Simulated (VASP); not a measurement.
Crystal: MgS.

```
CELL_PARAMETERS angstrom
0.00000 2.83088 2.83088
2.83088 0.00000 2.83088
2.83088 2.83088 0.00000
ATOMIC_POSITIONS crystal
Mg 0.00000 0.00000 0.00000
S 0.25000 0.25000 0.25000
```

Base run:

| Item | Value |
| --- | --- |
| Program | VASP 6.6.1 |
| Functional | HF |
| Potentials or basis | VASP PAW PBE potentials, release 64 (Mg, S) |
| Cutoff | 520 eV |
| k mesh | 6 × 6 × 6 |
| Occupations | gaussian, width 0.01 eV |
| Spin | no spin polarisation |

Its results: band gap on the k mesh 11.00 eV.

Problem. The run is repeated on the same cell with these changes: functional from HF to r2SCAN; further incar settings from ALGO = Normal; EDIFF = 1e-07; NBANDS = 11 to ALGO = Normal; EDIFF = 1e-08. What comes out?

Solution. Band gap on the k mesh 4.13 eV.

A k mesh can miss the band edges.
